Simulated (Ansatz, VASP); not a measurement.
## Two plane-wave programs on FeTe3P

```
Fe Te P
1.0
     5.22124    0.00000    0.00000
     0.00000    5.22124    0.00000
     0.00000    0.00000    5.22124
Fe Te P
1 3 1
Cartesian
  0.0000 0.0000 0.0000
  0.0000 2.6106 2.6106
  2.6106 0.0000 2.6106
  2.6106 2.6106 0.0000
  2.6106 2.6106 2.6106
```

Alike in both runs: functional PBE; k mesh 8 × 8 × 8; occupations gaussian, width 0.1 eV; collinear spin.

Ansatz relaxed the structure, and its values are those at the end. VASP's run is a single point on that final structure, the one shown.

|  | VASP | Ansatz |
| --- | --- | --- |
| version | VASP 6.6.1 | Ansatz 0.2.0 |
| potentials or method | VASP PAW PBE potentials, release 64 (Fe, Te, P), cutoff 520 eV | scalar-relativistic, plane waves, PAW |
| valence electrons in the cell | 31 | 69 |

|  | VASP | Ansatz | Ansatz less VASP |
| --- | --- | --- | --- |
| gap on the k mesh at the Fermi level (eV) | none | none | - |
| pressure (GPa) | -0.4 | 0.0 | +0.37 |
| net moment per atom (μB) | 0.75 | 0.69 | -0.061 |
| size of the moment on the site where the two differ most (μB) | 3.44 | 3.55 | +0.111 |

Site moments also hang on the region over which each program counts them. A gap of «none» marks a metal or a gap that the smearing closes. VASP's potentials hold 31 valence electrons a cell and Ansatz's 69, so a difference there can come from the potentials and not from the codes.

Neither program's run includes spin-orbit coupling.
